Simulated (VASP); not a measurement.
Set up this calculation in VASP 6.6.1, as the native input.

```
Task                   : relaxation of cell and atoms
Functional             : PBEsol
Potentials or basis    : VASP PAW PBE potentials, release 64 (Pd)
Cutoff                 : 600 eV
k mesh                 : 12 × 12 × 12
Occupations            : fermi-dirac, width 0.05 eV
Spin                   : no spin polarisation
Target pressure        : 20 GPa
Dipole correction      : no
Further INCAR settings : ALGO = Normal; EDIFF = 1e-07; IBRION = 2; EDIFFG = -0.005; NSW = 80; ISIF = 3
```

The structure of Pd lies in POSCAR:

```
Pd
1.0
    0.0000000000      1.9465000000      1.9465000000
    1.9465000000      0.0000000000      1.9465000000
    1.9465000000      1.9465000000      0.0000000000
Pd
1
Direct
    0.0000000000      0.0000000000      0.0000000000
```

The input as run:

INCAR

```
ALGO = Normal ; EDIFF = 1E-7
EDIFFG = -0.005 ; ENCUT = 600
GGA = PS ; IBRION = 2
ISIF = 3 ; ISMEAR = -1
LASPH = T ; LCHARG = F
LREAL = F ; LWAVE = F
NELM = 80 ; NSW = 80
PREC = Accurate ; PSTRESS = 200.0
SIGMA = 0.05
```

KPOINTS

```
k-points
0
Gamma
  12 12 12
```

Potentials or basis: VASP PAW PBE potentials, release 64 (Pd).

The run is started by

```sh
$ cat potpaw_PBE.64/Pd/POTCAR > POTCAR
$ mpirun -np 1 vasp_std > vasp.out
```

Results of the run:

The relaxed volume is 13.41 Å³/atom and the relaxed cell is a = 2.667 Å, b = 2.667 Å, c = 2.667 Å, α = 60.00°, β = 60.00°, γ = 60.00°. The space group after relaxing (to 0.05 Å) is Fm-3m (No. 225), the energy change on relaxing (the enthalpy is what falls) is +60.3 meV/atom and the ionic steps are 5. The pressure after relaxing is 20.0 GPa and the band gap on the k mesh is zero (band 5 reaches 11.67 eV, above the bottom of band 6 at 9.81 eV).

Caveat: the cell is relaxed towards a set pressure, so the enthalpy falls and the energy may rise; the PAW data sets were made with another functional, which shifts forces and pressure a little.

Wall time 17 s on 1 thread of Intel(R) Xeon(R) 6975P-C (Granite Rapids) (shared host), peak memory 0.16 GiB.
